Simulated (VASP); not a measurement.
A run of VASP 6.6.1:

File INCAR:

```
SYSTEM = V
ALGO = Normal ; EDIFF = 1E-6
ENCUT = 520 ; GGA = RE
ISIF = 2 ; ISMEAR = -1
LASPH = .True. ; LCHARG = .True.
LELF = .True. ; LREAL = .False.
LVHAR = .True. ; LWAVE = .False.
NBANDS = 12 ; NELM = 100
PREC = Accurate ; SIGMA = 0.1
```

KPOINTS

```
k-points
0
Gamma
  14 14 14
  0 0 0
```

File POSCAR:

```
V
1.0
    2.4634278862      0.0000000000      0.0000000000
    0.0000000000      2.4634278862      0.0000000000
    0.0000000000      0.0000000000      2.4634278862
V
1
Direct
    0.0000000000      0.0000000000      0.0000000000
```

Potentials or basis: VASP PAW PBE potentials, release 64 (V_sv).

The run is started by

```console
$ cat potpaw_PBE.64/V_sv/POTCAR > POTCAR
$ mpirun -np 1 vasp_std > vasp.out
```

Hardware: 1 thread of AMD EPYC 7R13 (shared host).

Task: How long does it take, and how much memory?

Result: Run time: 22 s on 1 thread of AMD EPYC 7R13, with other jobs on the host, peak memory 0.1 GiB. Counts: scf iterations 11, k points 120.
